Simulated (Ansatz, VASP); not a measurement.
# One calculation of SiO2, two programs

```xyz
12
Lattice="5.0028 0.0000 0.0000 0.0000 5.0028 0.0000 0.0000 0.0000 7.3981" Properties=species:S:1:pos:R:3 pbc="T T T"
Si    0.0000    0.0000    0.0000
Si    0.0000    2.5014    1.8495
Si    2.5014    2.5014    3.6991
Si    2.5014    0.0000    5.5486
O     0.4084    1.2507    0.9248
O     1.2507    2.9098    2.7743
O     3.7521    2.0931    2.7743
O     4.5945    3.7521    0.9248
O     2.9098    3.7521    4.6238
O     3.7521    0.4084    6.4734
O     1.2507    4.5945    6.4734
O     2.0931    1.2507    4.6238
```

Change from the starting cell: equal strain along all axes, cell held, atoms relaxed: +1.5 %.

Alike in both runs: functional LDA; k mesh 6 × 6 × 4; occupations gaussian, width 0.02 eV; no spin polarisation.

Ansatz relaxed the structure, and its values are those at the end. VASP's run is a single point on that final structure, the one shown.

|  | VASP | Ansatz |
| --- | --- | --- |
| version | VASP 6.6.1 | Ansatz 0.2.0 |
| potentials or method | VASP PAW LDA potentials, release 64 (Si, O), cutoff 520 eV | scalar-relativistic, plane waves, PAW |
| valence electrons in the cell | 64 | 64 |

```tsv
	VASP	Ansatz	Ansatz less VASP
gap on the k mesh at the Fermi level (eV)	5.59	5.59	+0.002
least direct gap on the mesh (eV)	5.59	5.59	+0.002
pressure (GPa)	-0.6	-1.1	-0.50
rms of the force components (eV/Å)	0.008	0.002	-0.0063
```

LDA's correlation is that of Perdew and Zunger in VASP and of Perdew and Wang (1992) in Ansatz. Ansatz's warnings: stress scf threshold loose.
